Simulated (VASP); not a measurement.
Here is a VASP 6.6.1 calculation.

POSCAR

```
PbSe
1.0
    0.0000000000      2.9663944448      3.2630338893
    2.9663944448      0.0000000000      3.2630338893
    2.9663944448      2.9663944448      0.0000000000
Pb Se
1 1
Direct
    0.0000000000      0.0000000000      0.0000000000
    0.5000000000      0.5000000000      0.5000000000
```

INCAR.step1

```
SYSTEM = PbSe
PREC = Accurate
ENCUT = 520
ISMEAR = 0
SIGMA = 0.05
LREAL = .FALSE.
LASPH = .TRUE.
NELM = 100
NBANDS = 17
GGA = PE
ALGO = Normal
EDIFF = 1E-4
LWAVE = .TRUE.
LCHARG = .FALSE.
```

The input INCAR.step2:

```
SYSTEM = PbSe
PREC = Accurate
ENCUT = 520
EDIFF = 1E-6
ISMEAR = 0
SIGMA = 0.05
LREAL = .FALSE.
LASPH = .TRUE.
NELM = 100
ALGO = Normal
ISIF = 2
LWAVE = .FALSE.
LCHARG = .FALSE.
METAGGA = R2SCAN
LMIXTAU = .TRUE.
NBANDS = 17
ISTART = 1
```

Contents of KPOINTS:

```
regular mesh
0
G
  10 10 10
  0 0 0
```

Potentials or basis: VASP PAW PBE potentials, release 64 (Pb_d, Se).

Command:

```bash
$ cat potpaw_PBE.64/Pb_d/POTCAR potpaw_PBE.64/Se/POTCAR > POTCAR
$ cp INCAR.step1 INCAR
$ mpirun -np 1 vasp_std > vasp.out
$ cp INCAR.step2 INCAR
$ mpirun -np 1 vasp_std > vasp.out
```

Task: Predict the band gap on the k mesh.

Result: 0.34 eV.

Task: Estimate the pressure.

Result: 2.8 GPa.

Stress tensor (GPa, compression positive):
```
 6.29  0.00  0.00
 0.00  6.29  0.00
 0.00  0.00 -4.18
```

Caveat: the stress differs along the axes, from -4 to 6 GPa; the PAW data sets were made with another functional, which shifts forces and pressure a little; spin-orbit coupling is left out, which moves the levels of the heavy elements. A k mesh can miss the band edges.
